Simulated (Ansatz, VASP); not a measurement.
## Two plane-wave programs on GaAs

POSCAR

```
GaAs
1.0
    3.8101400000      0.0000000000      0.0000000000
    0.0000000000      3.8101400000      0.0000000000
    0.0000000000      0.0000000000      2.7389100000
Ga As
1 1
Direct
    0.5000000000      0.5000000000      0.5000000000
    0.0000000000      0.0000000000      0.5000000000
```

INCAR.step1

```
PREC     = Accurate       # precision mode
ENCUT    = 520            # plane-wave cutoff, eV
EDIFF    = 1E-5           # SCF threshold, eV
ISMEAR   = -1             # smearing method
SIGMA    = 0.05           # smearing width, eV
LREAL    = F              # projectors in reciprocal space
LASPH    = T              # aspherical terms in the spheres
NELM     = 60             # most SCF steps
ALGO     = Normal         # electronic algorithm
ISIF     = 2              # what is computed and relaxed
LWAVE    = T              # write WAVECAR
LCHARG   = F              # write CHGCAR
NBANDS   = 16             # bands
GGA      = PE             # functional
```

INCAR.step2

```
PREC     = Accurate       # precision mode
ENCUT    = 520            # plane-wave cutoff, eV
EDIFF    = 1E-6           # SCF threshold, eV
ISMEAR   = -1             # smearing method
SIGMA    = 0.05           # smearing width, eV
LREAL    = F              # projectors in reciprocal space
LASPH    = T              # aspherical terms in the spheres
NELM     = 60             # most SCF steps
ALGO     = Normal         # electronic algorithm
ISIF     = 2              # what is computed and relaxed
LWAVE    = F              # write WAVECAR
LCHARG   = F              # write CHGCAR
METAGGA  = R2SCAN         # meta-GGA
LHFCALC  = T              # exact exchange
AEXX     = 0.25           # exact-exchange fraction
LMIXTAU  = T            
PRECFOCK = Normal       
NBANDS   = 16             # bands
ISTART   = 1
```

File KPOINTS:

```
Automatic mesh
0
Gamma
  4 4 5
```

input

```
crystal:
  lattice:
    - [3.81014, 0.0, 0.0]
    - [0.0, 3.81014, 0.0]
    - [0.0, 0.0, 2.73891]
  atoms:
    - { symbol: Ga, position: [0.5, 0.5, 0.5] }
    - { symbol: As, position: [0.0, 0.0, 0.5] }
hamiltonian:
  xc: r2scan0
  pseudopotentials: { kind: paw }
kpoints:
  mp_grid: { grid: [4, 4, 5] }
scf:
  occupations: { method: fermi_dirac, width: 0.05 }
output:
  forces: true
  stress: true
  eigenvalues: true
  write_density: true
  write_potential: true
  elf: true
  volumetric_format: npy
```

Alike in both runs: task single point; functional r2SCAN0; k mesh 4 × 4 × 5; occupations fermi-dirac, width 0.05 eV; no spin polarisation.

|  | VASP | Ansatz |
| --- | --- | --- |
| version | VASP 6.6.1 | Ansatz 0.2.0 |
| potentials or method | VASP PAW PBE potentials, release 64 (Ga_d, As) | Ansatz PAW |
| plane-wave cutoff (eV) | 520 | 500 |
| valence electrons in the cell | 18 | 28 |

Ansatz gave:

| Item | Value |
| --- | --- |
| gap on the k mesh at the Fermi level (eV) | none |
| pressure (GPa) | -1.9 |
| traceless stress, the component that is largest in VASP (GPa) | -9.68 |

What did VASP give for the same quantities?

gap on the k mesh at the Fermi level (eV): none; pressure (GPa): -2.1; traceless stress, the component that is largest in VASP (GPa): -9.47.

VASP's potentials were made for PBE, not for r2SCAN0. A gap of «none» marks a metal or a gap that the smearing closes. VASP's potentials hold 18 valence electrons a cell and Ansatz's 28, so a difference there can come from the potentials and not from the codes.

The k mesh is coarse, so the values compare programs but aren't converged.
